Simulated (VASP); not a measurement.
Runs of VASP 6.6.1 on SiP7. The structure is that of space group R3m (No. 160), or close to it. The cells are those of the table. 

```tsv
task	cell	k mesh	cutoff (eV)	smearing	gap on the mesh (eV)	pressure (GPa)	largest force (eV/Å)
single point	a = 5.117 Å, angles 85.2°, 8 atoms	6 × 6 × 6	520	gaussian 0.2 eV	none	(a)	0.05
single point	a = 5.076 Å, angles 86.0°, 8 atoms	3 × 3 × 3	500	gaussian 0.1 eV	none	-0.1	0.06
relaxation of cell and atoms	relaxed from a = 5.476 Å, angles 74.1°, 8 atoms	3 × 3 × 3	600	gaussian 0.2 eV	none	-0.2	0.07
single point	a = 4.888 Å, angles 89.0°, 8 atoms	6 × 6 × 6	520	gaussian 0.1 eV	none	5.7	0.04
single point	a = 5.117 Å, angles 85.2°, 8 atoms	6 × 6 × 6	520	gaussian 0.1 eV	none	-0.2	0.05
single point	a = 5.076 Å, angles 86.0°, 8 atoms	3 × 3 × 3	520	gaussian 0.2 eV	none	-0.1	0.06
```

Alike in all rows: level PBE; potentials or basis VASP PAW PBE potentials, release 64 (Si, P); no spin polarisation.

Estimate the missing entries.

(a) -0.3.

Caveats: some runs use coarse meshes; the relaxation stopped at a loose force limit of 0.08 eV/Å, so its end isn't a converged minimum (some runs).

A gap of «none» marks levels without a gap at the run's occupations.
